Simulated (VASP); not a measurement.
# MgO (Pm-3m) in VASP: notebook

The runs below take MgO through single point, with r2SCAN.

Program: VASP 6.6.1. These are calculated values, not measurements. Logs are shortened: lines on timing, memory, paths and dates and some standing lists are left out, and cuts for length are marked.

### 1 The cell of the first run

The structure is cubic, space group Pm-3m (No. 221). The conventional cell has a = 2.307 Å, b = 2.307 Å, c = 2.307 Å, α = 90.00°, β = 90.00°, γ = 90.00°. Within 2.6 Å of Mg (site symmetry m-3m) lie 8 O at 2.00 Å and 6 Mg at 2.31 Å. Within 2.6 Å of O (site symmetry m-3m) lie 8 Mg at 2.00 Å and 6 O at 2.31 Å.

### 2 Single point, r2SCAN (volume scaled by 0.680)

Input file POSCAR:

```
MgO
1.0
    2.3073279492      0.0000000000      0.0000000000
    0.0000000000      2.3073279492      0.0000000000
    0.0000000000      0.0000000000      2.3073279492
Mg O
1 1
Direct
    0.0000000000      0.0000000000      0.0000000000
    0.5000000000      0.5000000000      0.5000000000
```

Input file INCAR.step1:

```
SYSTEM = MgO
PREC = Accurate
ENCUT = 520
ISMEAR = 0
SIGMA = 0.05
LREAL = .False.
LASPH = .True.
NELM = 80
NBANDS = 11
GGA = PE
ALGO = Normal
EDIFF = 1E-4
LWAVE = .True.
LCHARG = .False.
```

Input file INCAR.step2:

```
SYSTEM = MgO
PREC = Accurate
ENCUT = 520
EDIFF = 1E-7
ISMEAR = 0
SIGMA = 0.05
LREAL = .False.
LASPH = .True.
NELM = 80
ALGO = Normal
ISIF = 2
LWAVE = .False.
LCHARG = .False.
METAGGA = R2SCAN
LMIXTAU = .True.
NBANDS = 11
ISTART = 1
```

Input file KPOINTS:

```
regular mesh
0
Gamma
  10 10 10
  0 0 0
```

Potentials or basis: VASP PAW PBE potentials, release 64 (Mg, O).

Run with:

```sh
> cat potpaw_PBE.64/Mg/POTCAR potpaw_PBE.64/O/POTCAR > POTCAR
> cp INCAR.step1 INCAR
> mpirun -np 1 vasp_std > vasp.out
> cp INCAR.step2 INCAR
> mpirun -np 1 vasp_std > vasp.out
```

OUTCAR:

```text
SYSTEM = MgO
   PREC = Accurate
   ENCUT = 520
   EDIFF = 1E-7
   ISMEAR = 0
   LREAL = .False.
   LASPH = .True.
   NELM = 80
   ISIF = 2
   METAGGA = R2SCAN
   ISTART = 1

 ion  position               nearest neighbor table
   1  0.000  0.000  0.000-   2 2.00   2 2.00   2 2.00   2 2.00   2 2.00   2 2.00   2 2.00   2 2.00

   2  0.500  0.500  0.500-   1 2.00   1 2.00   1 2.00   1 2.00   1 2.00   1 2.00   1 2.00   1 2.00

  LATTYP: Found a simple cubic cell.
 ALAT       =     2.3073279492

  Lattice vectors:

 A1 = (   2.3073279492,   0.0000000000,   0.0000000000)
 A2 = (   0.0000000000,   2.3073279492,   0.0000000000)
 A3 = (   0.0000000000,   0.0000000000,   2.3073279492)

Analysis of symmetry for initial positions (statically):
=====================================================================
 Subroutine PRICEL returns:
 Original cell was already a primitive cell.

 Routine SETGRP: Setting up the symmetry group for a
 simple cubic supercell.

 Subroutine GETGRP returns: Found 48 space group operations
 (whereof 48 operations were pure point group operations)
 out of a pool of 48 trial point group operations.

The static configuration has the point symmetry O_h .

Analysis of symmetry for dynamics (positions and initial velocities):
=====================================================================
 Subroutine PRICEL returns:
 Original cell was already a primitive cell.

 Routine SETGRP: Setting up the symmetry group for a
 simple cubic supercell.

 Subroutine GETGRP returns: Found 48 space group operations
 (whereof 48 operations were pure point group operations)
 out of a pool of 48 trial point group operations.

The dynamic configuration has the point symmetry O_h .

 Subroutine INISYM returns: Found 48 space group operations
 (whereof 48 operations are pure point group operations),
 and found     1 'primitive' translations

----------------------------------------------------------------------------------------

                                     Primitive cell

  volume of cell :      12.2837

  direct lattice vectors                    reciprocal lattice vectors
     2.307327949  0.000000000  0.000000000     0.433401763  0.000000000  0.000000000
     0.000000000  2.307327949  0.000000000     0.000000000  0.433401763  0.000000000
     0.000000000  0.000000000  2.307327949     0.000000000  0.000000000  0.433401763

  length of vectors
     2.307327949  2.307327949  2.307327949     0.433401763  0.433401763  0.433401763

  position of ions in fractional coordinates (direct lattice)
     0.000000000  0.000000000  0.000000000
     0.500000000  0.500000000  0.500000000

  ion indices of the primitive-cell ions
   primitive index   ion index
                 1           1
                 2           2

----------------------------------------------------------------------------------------

 KPOINTS: regular mesh

Automatic generation of k-mesh.
 Grid dimensions read from file:
 generate k-points for:   10   10   10

 Generating k-lattice:

  Cartesian coordinates                     Fractional coordinates (reciprocal lattice)
     0.043340176  0.000000000  0.000000000     0.100000000  0.000000000  0.000000000
     0.000000000  0.043340176  0.000000000     0.000000000  0.100000000  0.000000000
     0.000000000  0.000000000  0.043340176     0.000000000  0.000000000  0.100000000

  Length of vectors
     0.043340176  0.043340176  0.043340176

  Shift w.r.t. Gamma in fractional coordinates (k-lattice)
     0.000000000  0.000000000  0.000000000

 Subroutine IBZKPT returns following result:
 ===========================================

 Found     56 irreducible k-points:

 Following reciprocal coordinates:
            Coordinates               Weight
  0.000000  0.000000  0.000000      1.000000
  0.100000  0.000000  0.000000      6.000000
  0.200000  0.000000  0.000000      6.000000
  0.300000  0.000000  0.000000      6.000000
  0.400000  0.000000  0.000000      6.000000
  0.500000  0.000000  0.000000      3.000000
[... 16 lines left out ...]
  0.200000  0.100000  0.100000     24.000000
  0.300000  0.100000  0.100000     24.000000
 [... further k-points ...]
   k-points           NKPTS =     56   k-points in BZ     NKDIM =     56   number of bands    NBANDS=     11
   number of dos      NEDOS =    301   number of ions     NIONS =      2
   total plane-waves  NPLWV =   5832
   dimension x,y,z NGX =    18 NGY =   18 NGZ =   18
   dimension x,y,z NGXF=    36 NGYF=   36 NGZF=   36
   ions per type =               1   1
   NGX,Y,Z   is equivalent  to a cutoff of  12.97, 12.97, 12.97 a.u.
   NGXF,Y,Z  is equivalent  to a cutoff of  25.94, 25.94, 25.94 a.u.
 SYSTEM =  MgO
   PREC   = accura    normal or accurate (medium, high low for compatibility)
   ISTART =      1    job   : 0-new  1-cont  2-samecut
   ICHARG =      0    charge: 1-file 2-atom 10-const
   ISPIN  =      1    spin polarized calculation?
   LNONCOLLINEAR =      F non collinear calculations
   LSORBIT =      F    spin-orbit coupling
   LASPH  =      T    aspherical Exc in radial PAW
   ENCUT  =  520.0 eV  38.22 Ry    6.18 a.u.   4.29  4.29  4.29*2*pi/ulx,y,z
   NELM   =     80;   NELMIN=  2; NELMDL=  0     # of ELM steps
   EDIFF  = 0.1E-06   stopping-criterion for ELM
   LREAL  =      F    real-space projection
   EDIFFG = 0.1E-05   stopping-criterion for IOM
   NSW    =      0    number of steps for IOM
   IBRION =     -1    ionic relax: 0-MD 1-quasi-New 2-CG
   NFREE  =      0    steps in history (QN), initial steepest desc. (CG)
   ISIF   =      2    stress and relaxation
   ISYM   =      2    0-nonsym 1-usesym 2-fastsym
   POTIM  = 0.5000    time-step for ionic-motion
   TEBEG  =    0.0;   TEEND  =   0.0 temperature during run
   PSTRESS=    0.0 pullay stress
   NELECT =       8.0000    total number of electrons
   NUPDOWN=      -1.0000    fix difference up-down
   EMIN   =  10.00;   EMAX   =-10.00  energy-range for DOS
   EFERMI =   0.00;   METHOD = LEGACY
   ISMEAR =     0;   SIGMA  =   0.05  broadening in eV -4-tet -1-fermi 0-gaus
   EFERMI_NEDOS =   21; number of points for ismear=-14 and -15
   IALGO  =     38    algorithm
   IMIX   =      4    mixing-type and parameters
     AMIX     =   0.40;   BMIX     =  1.00
     AMIX_MAG =   1.60;   BMIX_MAG =  1.00
  volume/ion in A,a.u.               =       6.14        41.45
  Fermi-wavevector in a.u.,A,eV,Ry     =   1.419043  2.681602 27.397814  2.013683
  Thomas-Fermi vector in A             =   2.540105
   LORBIT       =      0    0 simple, 1 ext, 2 COOP (PROOUT), +10 PAW based schemes
   METAGGA = R2SCAN    functional components
   LHFCALC =     F    Hartree Fock is set to
   AEXX    =    0.0000 exact exchange contribution
   IVDW    =     0    specifies the selected vdW correction
   LEPSILON=     F    determine dielectric tensor
   LRPA    =     F    only Hartree local field effects (RPA)
 non-spin polarized calculation
 Gauss-broadening in eV      SIGMA  =   0.05
  energy-cutoff  :      520.00
  volume of cell :       12.28
 maximum number of plane-waves:       341
 NGX is ok and might be reduce to    18
   NGX =  9   NGY =  9   NGZ =  9

 number of electron       8.0000008 magnetization

 Free energy of the ion-electron system (eV)
  ---------------------------------------------------
  ext. energy  EPLUGINS =         0.00000000
  ---------------------------------------------------
  free energy    TOTEN  =       -12.83215668 eV

  energy without entropy =      -12.83215668  energy(sigma->0) =      -12.83215668

 E-fermi :   9.3393     XC(G=0): -14.0340

 val. band max:        9.1135788799   @ k =   0.5000   0.5000   0.0000
 cond. band min:      16.5318176087   @ k =   0.5000   0.5000   0.0000
 fundamental gap:      7.4182387288
 Fermi energy:         9.3393209934

 k-point     1 :       0.0000    0.0000    0.0000
  band No.  band energies     occupation
      1     -13.7897      2.00000
      2       7.5462      2.00000
      3       7.5462      2.00000
      4       7.5462      2.00000
      5      17.5623      0.00000
      6      21.0860      0.00000
      7      21.0860      0.00000
      8      38.7319      0.00000
      9      38.7319      0.00000
     10      38.7319      0.00000
     11      43.8840      0.00000

 k-point     2 :       0.1000    0.0000    0.0000
  band No.  band energies     occupation
      1     -13.6150      2.00000
      2       6.5197      2.00000
      3       7.5966      2.00000
      4       7.5966      2.00000
      5      18.0591      0.00000
      6      21.3706      0.00000
      7      21.8545      0.00000
      8      38.1790      0.00000
      9      38.1790      0.00000
     10      38.7282      0.00000
     11      42.8629      0.00000

 k-point     3 :       0.2000    0.0000    0.0000
  band No.  band energies     occupation
      1     -13.1228      2.00000
      2       4.3140      2.00000
      3       7.7311      2.00000
      4       7.7311      2.00000
      5      19.0002      0.00000
      6      22.2220      0.00000
      7      23.5658      0.00000
      8      36.6554      0.00000
      9      36.6554      0.00000
     10      39.1397      0.00000
     11      39.7331      0.00000

 k-point     4 :       0.3000    0.0000    0.0000
  band No.  band energies     occupation
      1     -12.4231      2.00000
      2       2.0284      2.00000
      3       7.9032      2.00000
      4       7.9032      2.00000
      5      20.0462      0.00000
      6      23.6271      0.00000
      7      24.8490      0.00000
      8      34.9167      0.00000
      9      34.9167      0.00000
     10      35.4674      0.00000
     11      40.8546      0.00000
[... 239 lines left out ...]
 k-point    22 :       0.1000    0.1000    0.1000
  band No.  band energies     occupation
      1     -13.2756      2.00000
      2       6.4899      2.00000
      3       6.7654      2.00000
      4       6.7654      2.00000
      5      19.0789      0.00000
      6      22.4997      0.00000
      7      22.4997      0.00000
      8      36.1869      0.00000
      9      37.8904      0.00000
     10      37.8904      0.00000
     11      40.7038      0.00000

 k-point    23 :       0.2000    0.1000    0.1000
  band No.  band energies     occupation
      1     -12.8023      2.00000
      2       4.5293      2.00000
      3       6.8328      2.00000
      4       6.9436      2.00000
      5      20.0062      0.00000
      6      23.0826      0.00000
      7      23.9027      0.00000
      8      34.8260      0.00000
      9      35.1038      0.00000
     10      37.8179      0.00000
     11      39.9041      0.00000

 k-point    24 :       0.3000    0.1000    0.1000
  band No.  band energies     occupation
      1     -12.1320      2.00000
      2       2.3146      2.00000
      3       7.1264      2.00000
      4       7.1744      2.00000
      5      20.9757      0.00000
      6      23.9433      0.00000
      7      24.7232      0.00000
      8      32.6753      0.00000
      9      33.9906      0.00000
     10      37.4353      0.00000
     11      38.5513      0.00000

 [... further k-points ...]
[... 5 lines left out ...]
  --------------------------------------------------------------------------------------
  -------------------------------------------------------------------------------------
  Total       10.1536815     10.1536815     10.1536815     -0.0000000     -0.0000000      0.0000000
  in kB     1324.3602565   1324.3602565   1324.3602565     -0.0000000     -0.0000000      0.0000000
  external PRESSURE =    1324.3602565 kB  Pullay stress =       0.0000000 kB

 VOLUME and BASIS-vectors are now :
 -----------------------------------------------------------------------------
  energy-cutoff  :      520.00
  volume of cell :       12.28
      direct lattice vectors                 reciprocal lattice vectors
     2.307327949  0.000000000  0.000000000     0.433401763  0.000000000  0.000000000
     0.000000000  2.307327949  0.000000000     0.000000000  0.433401763  0.000000000
     0.000000000  0.000000000  2.307327949     0.000000000  0.000000000  0.433401763

 POSITION                                       TOTAL-FORCE (eV/Angst)
 -----------------------------------------------------------------------------------
      0.00000      0.00000      0.00000         0.000000      0.000000      0.000000
      1.15366      1.15366      1.15366         0.000000      0.000000      0.000000
 -----------------------------------------------------------------------------------
    total drift:                                0.000000     -0.000000      0.000000

  FREE ENERGIE OF THE ION-ELECTRON SYSTEM (eV)
  ---------------------------------------------------
  free  energy   TOTEN  =       -12.8321566819 eV

  energy  without entropy=      -12.8321566819  energy(sigma->0) =      -12.83215668
```

Wall time 19 s (1 thread of Intel Xeon 6975P-C (Granite Rapids), shared host); peak memory 0.12 GiB.

Results:

```yaml
Free_energy: -12.8322 eV
Pressure: 132.4 GPa
Band_gap_on_the_k_mesh: 7.42 eV, direct
```

Levels at points of the mesh, in eV from the valence-band top:
```
           k point  band 1  band 2  band 3  band 4  band 5  band 6  band 7  band 8  band 9
(0.00, 0.00, 0.00)  -22.90   -1.57   -1.57   -1.57    8.45   11.97   11.97   29.62   29.62
(0.50, 0.00, 0.00)  -20.57   -9.46   -1.01   -1.01   12.39   15.87   18.00   20.57   24.12
(0.50, 0.50, 0.00)  -19.02   -7.14   -7.14    0.00    7.42   18.15   18.62   18.62   23.65
(0.50, 0.50, 0.50)  -17.12   -6.13   -6.13   -6.13   10.42   10.42   10.42   26.47   26.47
```

Caveat: the PAW data sets were made with another functional, which shifts forces and pressure a little.

### 3 Single point, r2SCAN (volume scaled by 0.720)

Input file POSCAR:

```
MgO
1.0
    2.3517104811      0.0000000000      0.0000000000
    0.0000000000      2.3517104811      0.0000000000
    0.0000000000      0.0000000000      2.3517104811
Mg O
1 1
Direct
    0.0000000000      0.0000000000      0.0000000000
    0.5000000000      0.5000000000      0.5000000000
```

INCAR.step1, as its differences from that of step 2:

```diff
@@ -7,3 +7,3 @@
 LASPH = .True.
-NELM = 80
+NELM = 60
 NBANDS = 11
```

INCAR.step2, as its differences from that of step 2:

```diff
@@ -8,3 +8,3 @@
 LASPH = .True.
-NELM = 80
+NELM = 60
 ALGO = Normal
```

Input file KPOINTS:

```
Automatic mesh
0
Gamma
  10 10 10
  0 0 0
```

Potentials or basis: VASP PAW PBE potentials, release 64 (Mg, O).

Run with:

```sh
> cat potpaw_PBE.64/Mg/POTCAR potpaw_PBE.64/O/POTCAR > POTCAR
> cp INCAR.step1 INCAR
> mpirun -np 1 vasp_std > vasp.out
> cp INCAR.step2 INCAR
> mpirun -np 1 vasp_std > vasp.out
```

Run time: 19 s. Hardware: 1 thread of Intel Xeon 6975P-C (Granite Rapids), shared host; peak memory 0.12 GiB.

It converged, with:

```
Free energy            : -13.3550 eV
Pressure               : 99.9 GPa
Band gap on the k mesh : 7.19 eV, direct
```

Levels at points of the mesh, in eV from the valence-band top:
| k point | band 2 | band 3 | band 4 | band 5 | band 6 | band 7 |
| --- | --- | --- | --- | --- | --- | --- |
| (0.00, 0.00, 0.00) | -1.48 | -1.48 | -1.48 | 7.53 | 11.94 | 11.94 |
| (0.50, 0.00, 0.00) | -8.98 | -0.93 | -0.93 | 11.62 | 14.98 | 17.70 |
| (0.50, 0.50, 0.00) | -6.76 | -6.76 | 0.00 | 7.19 | 17.55 | 17.75 |
| (0.50, 0.50, 0.50) | -5.71 | -5.71 | -5.71 | 10.09 | 10.09 | 10.09 |

Caveat: the PAW data sets were made with another functional, which shifts forces and pressure a little.

### 4 Single point, r2SCAN (volume scaled by 0.760)

Input file POSCAR:

```
MgO
1.0
    2.3944781957      0.0000000000      0.0000000000
    0.0000000000      2.3944781957      0.0000000000
    0.0000000000      0.0000000000      2.3944781957
Mg O
1 1
Direct
    0.0000000000      0.0000000000      0.0000000000
    0.5000000000      0.5000000000      0.5000000000
```

Input file INCAR.step1:

```
SYSTEM = MgO
ALGO     = Normal         ! electronic algorithm
EDIFF    = 1E-4           ! SCF threshold, eV
ENCUT    = 520            ! plane-wave cutoff, eV
GGA      = PE             ! functional
ISMEAR   = 0              ! smearing method
LASPH    = .TRUE.         ! aspherical terms in the spheres
LCHARG   = .FALSE.        ! write CHGCAR
LREAL    = .FALSE.        ! projectors in reciprocal space
LWAVE    = .TRUE.         ! write WAVECAR
NBANDS   = 11             ! bands
NELM     = 100            ! most SCF steps
PREC     = Accurate       ! precision mode
SIGMA    = 0.05           ! smearing width, eV
```

Input file INCAR.step2:

```
SYSTEM = MgO
ALGO     = Normal         ! electronic algorithm
EDIFF    = 1E-6           ! SCF threshold, eV
ENCUT    = 520            ! plane-wave cutoff, eV
ISIF     = 2              ! what is computed and relaxed
ISMEAR   = 0              ! smearing method
ISTART   = 1            
LASPH    = .TRUE.         ! aspherical terms in the spheres
LCHARG   = .FALSE.        ! write CHGCAR
LMIXTAU  = .TRUE.       
LREAL    = .FALSE.        ! projectors in reciprocal space
LWAVE    = .FALSE.        ! write WAVECAR
METAGGA  = R2SCAN         ! meta-GGA
NBANDS   = 11             ! bands
NELM     = 100            ! most SCF steps
PREC     = Accurate       ! precision mode
SIGMA    = 0.05           ! smearing width, eV
```

Input file KPOINTS:

```
k-points
0
G
  10 10 10
  0 0 0
```

Run with:

```sh
> cat potpaw_PBE.64/Mg/POTCAR potpaw_PBE.64/O/POTCAR > POTCAR
> cp INCAR.step1 INCAR
> mpirun -np 1 vasp_std > vasp.out
> cp INCAR.step2 INCAR
> mpirun -np 1 vasp_std > vasp.out
```

It took 20 s on 1 thread of Intel Xeon 6975P-C (Granite Rapids), shared host; peak memory 0.12 GiB.

It converged, with:

```
Free energy            : -13.7471 eV
Pressure               : 74.3 GPa
Band gap on the k mesh : 6.72 eV, indirect (least direct gap 6.98 eV)
```

Levels at points of the mesh, in eV from the valence-band top:
```csv
k point,band 1,band 2,band 3,band 4,band 5,band 6,band 7,band 8,band 9
"(0.00, 0.00, 0.00)",-21.81,-1.41,-1.41,-1.41,6.72,11.90,11.90,27.15,27.15
"(0.50, 0.00, 0.00)",-19.84,-8.55,-0.86,-0.86,10.93,14.18,17.40,20.01,22.63
"(0.50, 0.50, 0.00)",-18.50,-6.42,-6.42,0.00,6.98,16.97,16.97,17.00,22.74
"(0.50, 0.50, 0.50)",-16.97,-5.35,-5.35,-5.35,9.79,9.79,9.79,23.83,24.55
```

Caveat: the PAW data sets were made with another functional, which shifts forces and pressure a little. A k mesh can miss the band edges.

### 5 Summary

```tsv
cell	gap on the mesh (eV)	pressure (GPa)
a = 2.307 Å, 2 atoms	7.42	132.4
a = 2.352 Å, 2 atoms	7.19	99.9
a = 2.394 Å, 2 atoms	6.72	74.3
```

Alike in all rows: task single point; level r2SCAN; potentials or basis VASP PAW PBE potentials, release 64 (Mg, O); no spin polarisation; k mesh 10 × 10 × 10; cutoff (eV) 520; smearing gaussian 0.05 eV.

Caveats: the PAW data sets were made with another functional, which shifts forces and pressure a little.

Absolute energies hang on the potentials; compare differences alone.
